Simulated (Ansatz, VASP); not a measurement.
# Pd: VASP beside Ansatz

```
Pd
1.0
     0.00000    1.93752    1.93752
     1.93752    0.00000    1.93752
     1.93752    1.93752    0.00000
Pd
1
Direct
  0.00000 0.00000 0.00000
```

Alike in both runs: functional PBEsol; k mesh 18 × 18 × 18; occupations gaussian, width 0.1 eV; no spin polarisation.

Ansatz relaxed the structure, and its values are those at the end. VASP's run is a single point on that final structure, the one shown.

```csv
,VASP,Ansatz
version,VASP 6.6.1,Ansatz 0.2.0
potentials or method,"VASP PAW PBE potentials, release 64 (Pd), cutoff 500 eV","scalar-relativistic, plane waves, PAW"
valence electrons in the cell,10,18
```

Ansatz gave:

```
gap on the k mesh at the Fermi level (eV) : none
pressure (GPa)                            : 0.0
```

What did VASP give for the same quantities?

gap on the k mesh at the Fermi level (eV): none; pressure (GPa): -0.3.

VASP's potentials were made for PBE, not for PBEsol. A gap of «none» marks a metal or a gap that the smearing closes. VASP's potentials hold 10 valence electrons a cell and Ansatz's 18, so a difference there can come from the potentials and not from the codes.
